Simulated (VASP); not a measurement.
Here is a VASP 6.6.1 calculation.

Contents of INCAR:

```
SYSTEM = ZnS
  PREC = Accurate
  ENCUT = 520
  EDIFF = 1E-6
  ISMEAR = -1
  SIGMA = 0.05
  LREAL = .False.
  LASPH = .True.
  NELM = 60
  ALGO = Normal
  ISIF = 2
  LWAVE = .False.
  LCHARG = .False.
  GGA = PS
  NBANDS = 26
```

KPOINTS

```
regular mesh
0
Gamma
  7 7 4
  0 0 0
```

POSCAR

```
ZnS
1.0
    3.8110000000      0.0000000000      0.0000000000
   -1.9055000000      3.3004228138      0.0000000000
    0.0000000000      0.0000000000      6.4833600000
Zn S
2 2
Direct
    0.6666666667      0.3333333333      0.5000000000
    0.3333333333      0.6666666667      0.0000000000
    0.6666666667      0.3333333333      0.8850000000
    0.3333333333      0.6666666667      0.3850000000
```

Potentials or basis: VASP PAW PBE potentials, release 64 (Zn, S).

Launch:

```bash
$ cat potpaw_PBE.64/Zn/POTCAR potpaw_PBE.64/S/POTCAR > POTCAR
$ mpirun -np 1 vasp_std > vasp.out
```

Problem. Estimate the band gap on the k mesh.

Solution. 1.89 eV, direct.

Problem. What does it give for the pressure?

Solution. -3.3 GPa.

Forces in eV/Å, atoms in the order of the input:
```
Zn   0.000  0.000  0.361
Zn   0.000  0.000  0.361
S    0.000  0.000 -0.361
S    0.000  0.000 -0.361
```

Caveat: the PAW data sets were made with another functional, which shifts forces and pressure a little.
